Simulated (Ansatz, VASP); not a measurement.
**Te2Mo in VASP and in Ansatz**

```
Te Mo
1.0
     3.49640    0.00000    0.00000
    -1.74820    3.02797    0.00000
     0.00000    0.00000   13.70084
Te Mo
4 2
Direct
  0.33333 0.66667 0.61734
  0.66667 0.33333 0.11734
  0.33333 0.66667 0.88266
  0.66667 0.33333 0.38266
  0.33333 0.66667 0.25000
  0.66667 0.33333 0.75000
```

Alike in both runs: task single point; functional PBE; dispersion D3(BJ); k mesh 12 × 12 × 2; occupations gaussian, width 0.05 eV; no spin polarisation.

|  | VASP | Ansatz |
| --- | --- | --- |
| version | VASP 6.6.1 | Ansatz 0.2.0 |
| potentials or method | VASP PAW PBE potentials, release 64 (Te, Mo_sv), cutoff 520 eV | scalar-relativistic, plane waves, PAW |
| valence electrons in the cell | 52 | 92 |

```csv
,VASP,Ansatz,Ansatz less VASP
gap on the k mesh at the Fermi level (eV),0.65,0.65,+0.006
least direct gap on the mesh (eV),1.04,1.03,-0.007
pressure (GPa),0.0,0.0,0.00
rms of the force components (eV/Å),0.005,0.002,-0.0025
```

Atom by atom the forces differ by 0.007 eV/Å (rms over components). VASP's potentials hold 52 valence electrons a cell and Ansatz's 92, so a difference there can come from the potentials and not from the codes.

Spin-orbit coupling is off throughout.
